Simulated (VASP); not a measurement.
WO, 2 atoms in the cell. Symmetry: F-43m, No. 216, cubic system. Conventional cell: a = 4.889 Å, b = 4.889 Å, c = 4.889 Å, α = 90.00°, β = 90.00°, γ = 90.00°. W (site symmetry -43m) has 4 O at 2.12 Å within 2.8 Å. O (site symmetry -43m) has 4 W at 2.12 Å within 2.8 Å. 

| Item | Value |
| --- | --- |
| Program | VASP 6.6.1 |
| Task | single point |
| Functional | PBE |
| Potentials or basis | VASP PAW PBE potentials, release 64 (W_sv, O) |
| Cutoff | 520 eV |
| k mesh | 10 × 10 × 10 |
| Occupations | gaussian, width 0.02 eV |
| Spin | collinear spin, ferromagnetic start |
| Starting moments | [1.0, 0.0] μB |
| Hubbard terms | W d U = 6.2 eV |
| Dipole correction | no |
| Further INCAR settings | ALGO = Normal; EDIFF = 1e-06; NBANDS = 21 |

Potentials or basis: VASP PAW PBE potentials, release 64 (W_sv, O).

The run is started by

```bash
$ cat potpaw_PBE.64/W_sv/POTCAR potpaw_PBE.64/O/POTCAR > POTCAR
$ mpirun -np 1 vasp_std > vasp.out
```

Hardware: 1 thread of AMD EPYC 9R45 96-Core Processor (Zen 5), with other jobs on the host.

**Question.** How long does it take, and how much memory?

**Answer.** Run time: 39 s on 1 thread of AMD EPYC 9R45 96-Core Processor (Zen 5), with other jobs on the host, peak memory 0.17 GiB. Counts: scf iterations 16, k points 47.
